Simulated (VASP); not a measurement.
SrO:

```
Sr O
1.0
     0.00000    2.56630    2.56630
     2.56630    0.00000    2.56630
     2.56630    2.56630    0.00000
Sr O
1 1
Direct
  0.50000 0.50000 0.50000
  0.00000 0.00000 0.00000
```

```yaml
Program: VASP 6.6.1
Task: relaxation of cell and atoms
Functional: LDA
Potentials_or_basis: VASP PAW LDA potentials, release 64 (Sr_sv, O)
Cutoff: 600 eV
k_mesh: 14 × 14 × 14
Occupations: fermi-dirac, width 0.05 eV
Spin: no spin polarisation
```

At the start: pressure -3.2 GPa; volume 16.90 Å³/atom.

**Question.** How do energy, volume and symmetry change on relaxing?

**Answer.** Over 3 steps the energy falls by 5.8 meV/atom and the volume is 16.34 Å³/atom (-3.3 %); space group Fm-3m (No. 225, to 0.1 Å) before and after.

The path:
```
step  energy change (eV)  largest force (eV/Å)  pressure (GPa)  volume (Å³)
   1              0.0000                0.0000           -3.22        33.80
   2             -0.0088                0.0000            1.74        32.17
   3             -0.0116                0.0000            0.00        32.69
```

Final structure:
```yaml
crystal:
  lattice:
    - [0.00000, 2.53779, 2.53779]
    - [2.53779, 0.00000, 2.53779]
    - [2.53779, 2.53779, 0.00000]
  atoms:
    - { symbol: Sr, position: [0.50000, 0.50000, 0.50000] }
    - { symbol: O, position: [0.00000, 0.00000, 0.00000] }
```
